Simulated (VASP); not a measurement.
A run of VASP 6.6.1:

Contents of INCAR:

```
SYSTEM = RbYSi2
ALGO     = Normal         ! electronic algorithm
EDIFF    = 1E-6           ! SCF threshold, eV
EDIFFG   = -0.01          ! ionic threshold
ENCUT    = 600            ! plane-wave cutoff, eV
GGA      = PE             ! functional
IBRION   = 2              ! ionic algorithm
ISIF     = 3              ! what is computed and relaxed
ISMEAR   = 0              ! smearing method
LASPH    = .True.         ! aspherical terms in the spheres
LCHARG   = .False.        ! write CHGCAR
LREAL    = .False.        ! projectors in reciprocal space
LWAVE    = .False.        ! write WAVECAR
NELM     = 100            ! most SCF steps
NSW      = 100            ! ionic steps
PREC     = Accurate       ! precision mode
SIGMA    = 0.1            ! smearing width, eV
```

File KPOINTS:

```
k-points
0
Gamma
  12 12 6
  0 0 0
```

File POSCAR:

```
RbYSi2
1.0
    3.8724682269      0.0000000000      0.0000000000
    0.0000000000      3.8724682269      0.0000000000
    0.0000000000      0.0000000000      7.5757884307
Rb Y Si
1 1 2
Direct
    0.0000000000      0.0000000000      0.5000000000
    0.0000000000      0.0000000000      0.0000000000
    0.5000000000      0.5000000000      0.8452051256
    0.5000000000      0.5000000000      0.1547948744
```

Potentials or basis: VASP PAW PBE potentials, release 64 (Rb_sv, Y_sv, Si).

Launch:

```bash
$ cat potpaw_PBE.64/Rb_sv/POTCAR potpaw_PBE.64/Y_sv/POTCAR potpaw_PBE.64/Si/POTCAR > POTCAR
$ mpirun -np 1 vasp_std > vasp.out
```

Hardware: 1 thread of Intel(R) Xeon(R) Platinum 8488C (Sapphire Rapids), on a shared host.

Problem. Estimate the wall time of this run.

Solution. It took 12 min on 1 thread of Intel(R) Xeon(R) Platinum 8488C (Sapphire Rapids) (shared host), peak memory 0.51 GiB. Counts: scf iterations 53, k points 112, ion steps 9.
